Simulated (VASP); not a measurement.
# Si3C2 (P-6m2) in VASP: a series of runs

The runs below take Si3C2 through single point, relaxation of cell and atoms, with PBE.

Program: VASP 6.6.1. These are calculated values, not measurements. Logs are shortened: lines on timing, memory, paths and dates and some standing lists are left out, and cuts for length are marked.

### 1 The cell of the first run

It takes space group P-6m2 (No. 187, hexagonal). Conventional cell: a = 2.910 Å, b = 2.910 Å, c = 14.469 Å, α = 90.00°, β = 90.00°, γ = 120.00°. Si (site symmetry 3m) has 3 C at 2.07 Å and 1 Si at 2.43 Å within 2.7 Å. Si (site symmetry 3m) has 6 C at 2.08 to 2.35 Å and 2 Si at 2.46 to 2.51 Å within 2.8 Å. Si (site symmetry 3m) has 3 C at 1.90 Å within 2.5 Å. Within 2.5 Å of C (site symmetry 3m) lie 6 Si at 1.90 to 2.35 Å. Within 2.8 Å of C (site symmetry -6m2) lie 6 Si at 2.08 Å. C (site symmetry -6m2) has 6 Si at 2.07 Å within 2.7 Å.

### 2 Single point, PBE

Input file INCAR:

```
SYSTEM = Si3C2
  PREC = Accurate
  ENCUT = 520
  EDIFF = 1E-6
  ISMEAR = 0
  SIGMA = 0.1
  LREAL = .False.
  LASPH = .True.
  NELM = 80
  ALGO = Normal
  ISIF = 2
  LWAVE = .False.
  LCHARG = .True.
  GGA = PE
  LELF = .True.
  LVHAR = .True.
  NBANDS = 31
```

Input file KPOINTS:

```
Automatic mesh
0
Gamma
  12 12 4
  0 0 0
```

Input file POSCAR:

```
Si3C2
1.0
    2.9095615419      0.0000000000      0.0000000000
   -1.4547807710      2.5197542092      0.0000000000
    0.0000000000      0.0000000000     14.4692523533
Si C
6 4
Direct
    0.3333333333      0.6666666667      0.4161791470
    0.3333333333      0.6666666667      0.5838208530
    0.6666666667      0.3333333333      0.9148600714
    0.6666666667      0.3333333333      0.0851399286
    0.6666666667      0.3333333333      0.2589351877
    0.6666666667      0.3333333333      0.7410648123
    0.3333333333      0.6666666667      0.8017289039
    0.3333333333      0.6666666667      0.0000000000
    0.3333333333      0.6666666667      0.1982710961
    0.6666666667      0.3333333333      0.5000000000
```

Potentials or basis: VASP PAW PBE potentials, release 64 (Si, C).

The run is started by

```bash
> cat potpaw_PBE.64/Si/POTCAR potpaw_PBE.64/C/POTCAR > POTCAR
> mpirun -np 1 vasp_std > vasp.out
```

OUTCAR:

```text
SYSTEM = Si3C2
   PREC = Accurate
   ENCUT = 520
   EDIFF = 1E-6
   ISMEAR = 0
   LREAL = .False.
   LASPH = .True.
   NELM = 80
   ISIF = 2
   GGA = PE

 ion  position               nearest neighbor table
   1  0.333  0.667  0.416-  10 2.07  10 2.07  10 2.07   2 2.43   5 2.83   5 2.83   5 2.83
   2  0.333  0.667  0.584-  10 2.07  10 2.07  10 2.07   1 2.43   6 2.83   6 2.83   6 2.83
   3  0.667  0.333  0.915-   8 2.08   8 2.08   8 2.08   7 2.35   7 2.35   7 2.35   4 2.46   6 2.51

   4  0.667  0.333  0.085-   8 2.08   8 2.08   8 2.08   9 2.35   9 2.35   9 2.35   3 2.46   5 2.51

   5  0.667  0.333  0.259-   9 1.90   9 1.90   9 1.90   4 2.51   1 2.83   1 2.83   1 2.83
   6  0.667  0.333  0.741-   7 1.90   7 1.90   7 1.90   3 2.51   2 2.83   2 2.83   2 2.83
   7  0.333  0.667  0.802-   6 1.90   6 1.90   6 1.90   3 2.35   3 2.35   3 2.35
   8  0.333  0.667  0.000-   3 2.08   4 2.08   3 2.08   4 2.08   3 2.08   4 2.08
   9  0.333  0.667  0.198-   5 1.90   5 1.90   5 1.90   4 2.35   4 2.35   4 2.35
  10  0.667  0.333  0.500-   1 2.07   2 2.07   1 2.07   2 2.07   1 2.07   2 2.07

  LATTYP: Found a hexagonal cell.
 ALAT       =     2.9095615419
 C/A-ratio  =     4.9730009642

  Lattice vectors:

 A1 = (   2.9095615419,   0.0000000000,   0.0000000000)
 A2 = (  -1.4547807710,   2.5197542092,   0.0000000000)
 A3 = (   0.0000000000,   0.0000000000,  14.4692523533)

Analysis of symmetry for initial positions (statically):
=====================================================================
 Subroutine PRICEL returns:
 Original cell was already a primitive cell.

 Routine SETGRP: Setting up the symmetry group for a
 hexagonal supercell.

 Subroutine GETGRP returns: Found 12 space group operations
 (whereof 12 operations were pure point group operations)
 out of a pool of 24 trial point group operations.

The static configuration has the point symmetry D_3h.

Analysis of symmetry for dynamics (positions and initial velocities):
=====================================================================
 Subroutine PRICEL returns:
 Original cell was already a primitive cell.

 Routine SETGRP: Setting up the symmetry group for a
 hexagonal supercell.

 Subroutine GETGRP returns: Found 12 space group operations
 (whereof 12 operations were pure point group operations)
 out of a pool of 24 trial point group operations.

The dynamic configuration has the point symmetry D_3h.

 Subroutine INISYM returns: Found 12 space group operations
 (whereof 12 operations are pure point group operations),
 and found     1 'primitive' translations

----------------------------------------------------------------------------------------

                                     Primitive cell

  volume of cell :     106.0796

  direct lattice vectors                    reciprocal lattice vectors
     2.909561542  0.000000000  0.000000000     0.343694397  0.198432053  0.000000000
    -1.454780771  2.519754209  0.000000000     0.000000000  0.396864105  0.000000000
     0.000000000  0.000000000 14.469252353     0.000000000  0.000000000  0.069112071

  length of vectors
     2.909561542  2.909561542 14.469252353     0.396864105  0.396864105  0.069112071

  position of ions in fractional coordinates (direct lattice)
     0.333333333  0.666666667  0.416179147
     0.333333333  0.666666667  0.583820853
     0.666666667  0.333333333  0.914860071
     0.666666667  0.333333333  0.085139929
     0.666666667  0.333333333  0.258935188
     0.666666667  0.333333333  0.741064812
     0.333333333  0.666666667  0.801728904
     0.333333333  0.666666667  0.000000000
     0.333333333  0.666666667  0.198271096
     0.666666667  0.333333333  0.500000000

  ion indices of the primitive-cell ions
   primitive index   ion index
                 1           1
                 2           2
                 3           3
                 4           4
                 5           5
                 6           6
                 7           7
                 8           8
                 9           9
                10          10

----------------------------------------------------------------------------------------

 KPOINTS: Automatic mesh

Automatic generation of k-mesh.
 Grid dimensions read from file:
 generate k-points for:   12   12    4

 Generating k-lattice:

  Cartesian coordinates                     Fractional coordinates (reciprocal lattice)
     0.028641200  0.016536004  0.000000000     0.083333333  0.000000000  0.000000000
     0.000000000  0.033072009  0.000000000     0.000000000  0.083333333  0.000000000
     0.000000000  0.000000000  0.017278018     0.000000000  0.000000000  0.250000000

  Length of vectors
     0.033072009  0.033072009  0.017278018

  Shift w.r.t. Gamma in fractional coordinates (k-lattice)
     0.000000000  0.000000000  0.000000000

 Subroutine IBZKPT returns following result:
 ===========================================

 Found     57 irreducible k-points:

 Following reciprocal coordinates:
            Coordinates               Weight
  0.000000  0.000000  0.000000      1.000000
  0.083333 -0.000000  0.000000      6.000000
  0.166667  0.000000  0.000000      6.000000
  0.250000  0.000000  0.000000      6.000000
  0.333333 -0.000000  0.000000      6.000000
  0.416667  0.000000  0.000000      6.000000
[... 16 lines left out ...]
  0.250000  0.000000  0.250000     12.000000
  0.333333 -0.000000  0.250000     12.000000
 [... further k-points ...]
   k-points           NKPTS =     57   k-points in BZ     NKDIM =     57   number of bands    NBANDS=     31
   number of dos      NEDOS =    301   number of ions     NIONS =     10
   total plane-waves  NPLWV =  62208
   dimension x,y,z NGX =    24 NGY =   24 NGZ =  108
   dimension x,y,z NGXF=    48 NGYF=   48 NGZF=  216
   ions per type =               6   4
   NGX,Y,Z   is equivalent  to a cutoff of  13.71, 13.71, 12.41 a.u.
   NGXF,Y,Z  is equivalent  to a cutoff of  27.43, 27.43, 24.82 a.u.
 SYSTEM =  Si3C2
   PREC   = accura    normal or accurate (medium, high low for compatibility)
   ISTART =      0    job   : 0-new  1-cont  2-samecut
   ICHARG =      2    charge: 1-file 2-atom 10-const
   ISPIN  =      1    spin polarized calculation?
   LNONCOLLINEAR =      F non collinear calculations
   LSORBIT =      F    spin-orbit coupling
   LASPH  =      T    aspherical Exc in radial PAW
   ENCUT  =  520.0 eV  38.22 Ry    6.18 a.u.   5.41  5.41 26.90*2*pi/ulx,y,z
   NELM   =     80;   NELMIN=  2; NELMDL= -5     # of ELM steps
   EDIFF  = 0.1E-05   stopping-criterion for ELM
   LREAL  =      F    real-space projection
   EDIFFG = 0.1E-04   stopping-criterion for IOM
   NSW    =      0    number of steps for IOM
   IBRION =     -1    ionic relax: 0-MD 1-quasi-New 2-CG
   NFREE  =      0    steps in history (QN), initial steepest desc. (CG)
   ISIF   =      2    stress and relaxation
   ISYM   =      2    0-nonsym 1-usesym 2-fastsym
   POTIM  = 0.5000    time-step for ionic-motion
   TEBEG  =    0.0;   TEEND  =   0.0 temperature during run
   PSTRESS=    0.0 pullay stress
   NELECT =      40.0000    total number of electrons
   NUPDOWN=      -1.0000    fix difference up-down
   EMIN   =  10.00;   EMAX   =-10.00  energy-range for DOS
   EFERMI =   0.00;   METHOD = LEGACY
   ISMEAR =     0;   SIGMA  =   0.10  broadening in eV -4-tet -1-fermi 0-gaus
   EFERMI_NEDOS =   21; number of points for ismear=-14 and -15
   IALGO  =     38    algorithm
   IMIX   =      4    mixing-type and parameters
     AMIX     =   0.40;   BMIX     =  1.00
     AMIX_MAG =   1.60;   BMIX_MAG =  1.00
  volume/ion in A,a.u.               =      10.61        71.59
  Fermi-wavevector in a.u.,A,eV,Ry     =   1.182726  2.235028 19.032391  1.398841
  Thomas-Fermi vector in A             =   2.318975
   LORBIT       =      0    0 simple, 1 ext, 2 COOP (PROOUT), +10 PAW based schemes
   GGA     = PE    functional components
   LHFCALC =     F    Hartree Fock is set to
   AEXX    =    0.0000 exact exchange contribution
   IVDW    =     0    specifies the selected vdW correction
   LEPSILON=     F    determine dielectric tensor
   LRPA    =     F    only Hartree local field effects (RPA)
 non-spin polarized calculation
 Gauss-broadening in eV      SIGMA  =   0.10
  energy-cutoff  :      520.00
  volume of cell :      106.08
 maximum number of plane-waves:      2921
 NGX is ok and might be reduce to    24
   NGX = 11   NGY = 11   NGZ = 53

 number of electron      40.0000004 magnetization

 Free energy of the ion-electron system (eV)
  ---------------------------------------------------
  ext. energy  EPLUGINS =         0.00000000
  ---------------------------------------------------
  free energy    TOTEN  =       -61.80088556 eV

  energy without entropy =      -61.78936189  energy(sigma->0) =      -61.79512372

 E-fermi :  10.2332     XC(G=0): -11.7200

 val. band max:       10.2186478467   @ k =   0.2500   0.2500   0.0000
 cond. band min:      10.2346844896   @ k =   0.3333   0.0833   0.0000
 fundamental gap:      0.0160366429
 Fermi energy:        10.2332129714

 k-point     1 :       0.0000    0.0000    0.0000
  band No.  band energies     occupation
      1      -6.7444      2.00000
      2      -6.3846      2.00000
      3      -5.9006      2.00000
      4      -4.9683      2.00000
      5      -1.8621      2.00000
      6      -0.2452      2.00000
[... 23 lines left out ...]
     30      17.2397      0.00000
     31      17.2739      0.00000

 k-point     2 :       0.0833   -0.0000    0.0000
  band No.  band energies     occupation
      1      -6.6029      2.00000
      2      -6.2445      2.00000
      3      -5.7614      2.00000
      4      -4.8334      2.00000
      5      -1.7100      2.00000
      6      -0.1007      2.00000
[... 23 lines left out ...]
     30      17.0473      0.00000
     31      17.1447      0.00000

 k-point     3 :       0.1667    0.0000    0.0000
  band No.  band energies     occupation
      1      -6.1806      2.00000
      2      -5.8270      2.00000
      3      -5.3468      2.00000
      4      -4.4319      2.00000
      5      -1.2558      2.00000
      6       0.3284      2.00000
[... 23 lines left out ...]
     30      17.0644      0.00000
     31      17.1457      0.00000

 k-point     4 :       0.2500    0.0000    0.0000
  band No.  band energies     occupation
      1      -5.4866      2.00000
      2      -5.1410      2.00000
      3      -4.6671      2.00000
      4      -3.7752      2.00000
      5      -0.5071      2.00000
      6       1.0251      2.00000
[... 23 lines left out ...]
     30      16.3493      0.00000
     31      16.7090      0.00000

 k-point     5 :       0.3333   -0.0000    0.0000
  band No.  band energies     occupation
      1      -4.5444      2.00000
      2      -4.2105      2.00000
      3      -3.7492      2.00000
      4      -2.8930      2.00000
      5       0.5162      2.00000
      6       1.9152      2.00000
[... 23 lines left out ...]
     30      15.7570      0.00000
     31      15.8505      0.00000
[... 542 lines left out ...]
     30      17.0012      0.00000
     31      17.1637      0.00000

 k-point    22 :       0.1667    0.0000    0.2500
  band No.  band energies     occupation
      1      -6.1668      2.00000
      2      -5.8691      2.00000
      3      -5.2936      2.00000
      4      -4.4682      2.00000
      5      -1.1094      2.00000
      6      -0.0967      2.00000
[... 23 lines left out ...]
     30      16.8361      0.00000
     31      17.3626      0.00000

 k-point    23 :       0.2500    0.0000    0.2500
  band No.  band energies     occupation
      1      -5.4733      2.00000
      2      -5.1810      2.00000
      3      -4.6171      2.00000
      4      -3.8082      2.00000
      5      -0.3656      2.00000
      6       0.6150      2.00000
[... 23 lines left out ...]
     30      16.0619      0.00000
     31      17.0103      0.00000

 k-point    24 :       0.3333   -0.0000    0.2500
  band No.  band energies     occupation
      1      -4.5320      2.00000
      2      -4.2475      2.00000
      3      -3.7042      2.00000
      4      -2.9213      2.00000
      5       0.6490      2.00000
      6       1.5518      2.00000
[... 23 lines left out ...]
     30      15.4488      0.00000
     31      16.1621      0.00000

 [... further k-points ...]
[... 5 lines left out ...]
  --------------------------------------------------------------------------------------
  -------------------------------------------------------------------------------------
  Total        0.1128514      0.1128514     -0.1179718     -0.0000000      0.0000000      0.0000000
  in kB        1.7044553      1.7044553     -1.7817918     -0.0000000      0.0000000      0.0000000
  external PRESSURE =       0.5423729 kB  Pullay stress =       0.0000000 kB

 VOLUME and BASIS-vectors are now :
 -----------------------------------------------------------------------------
  energy-cutoff  :      520.00
  volume of cell :      106.08
      direct lattice vectors                 reciprocal lattice vectors
     2.909561542  0.000000000  0.000000000     0.343694397  0.198432053  0.000000000
    -1.454780771  2.519754209  0.000000000     0.000000000  0.396864105  0.000000000
     0.000000000  0.000000000 14.469252353     0.000000000  0.000000000  0.069112071

 POSITION                                       TOTAL-FORCE (eV/Angst)
 -----------------------------------------------------------------------------------
     -0.00000      1.67984      6.02180         0.000000      0.000000      0.021916
     -0.00000      1.67984      8.44745         0.000000      0.000000     -0.021916
      1.45478      0.83992     13.23734        -0.000000      0.000000     -0.000702
      1.45478      0.83992      1.23191        -0.000000      0.000000      0.000702
      1.45478      0.83992      3.74660         0.000000     -0.000000     -0.018288
      1.45478      0.83992     10.72265         0.000000     -0.000000      0.018288
     -0.00000      1.67984     11.60042        -0.000000     -0.000000     -0.014746
     -0.00000      1.67984      0.00000         0.000000     -0.000000      0.000000
     -0.00000      1.67984      2.86883        -0.000000     -0.000000      0.014746
      1.45478      0.83992      7.23463         0.000000     -0.000000      0.000000
 -----------------------------------------------------------------------------------
    total drift:                                0.000000     -0.000000     -0.000000

  FREE ENERGIE OF THE ION-ELECTRON SYSTEM (eV)
  ---------------------------------------------------
  free  energy   TOTEN  =       -61.8008855571 eV

  energy  without entropy=      -61.7893618872  energy(sigma->0) =      -61.79512372
```

Wall time 87 s (1 thread of Intel Xeon 6975P-C (Granite Rapids), shared host); peak memory 0.31 GiB.

What came out:

```yaml
Free_energy: -61.8009 eV
Pressure: 0.1 GPa
Largest_force: 0.022 eV/Å
Band_gap_on_the_k_mesh: zero (band 20 reaches 14.24 eV, above the bottom of band 21 at 8.51 eV)
```

Forces in eV/Å, atoms in the order of the input:
```
Si   0.000  0.000  0.022
Si   0.000  0.000 -0.022
Si   0.000  0.000 -0.001
Si   0.000  0.000  0.001
Si   0.000  0.000 -0.018
Si   0.000  0.000  0.018
C    0.000  0.000 -0.015
C    0.000  0.000  0.000
C    0.000  0.000  0.015
C    0.000  0.000  0.000
```

Stress tensor (GPa, compression positive):
```
 0.17  0.00  0.00
 0.00  0.17  0.00
 0.00  0.00 -0.18
```

Levels at points of the mesh, in eV from the Fermi level:
| k point | band 18 | band 19 | band 20 | band 21 | band 22 | band 23 |
| --- | --- | --- | --- | --- | --- | --- |
| (0.00, 0.00, 0.00) | -0.25 | 0.72 | 4.01 | 4.36 | 4.86 | 5.38 |
| (0.50, 0.00, 0.00) | -2.30 | -2.02 | -1.87 | -0.38 | 0.41 | 1.64 |
| (0.00, 0.00, 0.50) | -0.25 | 2.15 | 2.46 | 4.86 | 4.87 | 5.47 |
| (0.50, 0.00, 0.50) | -2.31 | -2.10 | -1.76 | -0.65 | 0.78 | 1.52 |

(Continued in part 2 of 2.)
